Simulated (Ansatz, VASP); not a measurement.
# Two plane-wave programs on Al

```
Al
1.0
     2.72626    0.00000    0.00000
    -1.36313    2.36101    0.00000
     0.00000    0.00000    9.31344
Al
4
Direct
  0.00000 0.00000 0.00000
  0.33333 0.66667 0.25000
  0.00000 0.00000 0.50000
  0.66667 0.33333 0.75000
```

Alike in both runs: task single point; functional PBEsol; dispersion D3(BJ); k mesh 18 × 18 × 6; occupations gaussian, width 0.15 eV; no spin polarisation.

|  | VASP | Ansatz |
| --- | --- | --- |
| version | VASP 6.6.1 | Ansatz 0.2.0 |
| potentials or method | VASP PAW PBE potentials, release 64 (Al), cutoff 520 eV | scalar-relativistic, plane waves, PAW |
| valence electrons in the cell | 12 | 12 |

|  | VASP | Ansatz | Ansatz less VASP |
| --- | --- | --- | --- |
| gap on the k mesh at the Fermi level (eV) | none | none | - |
| pressure (GPa) | 4.4 | 4.3 | -0.13 |
| traceless stress, the component that is largest in VASP (GPa) | -3.21 | -3.19 | +0.026 |

VASP's potentials were made for PBE, not for PBEsol, and Ansatz warns of the same on its side. A gap of «none» marks a metal or a gap that the smearing closes.
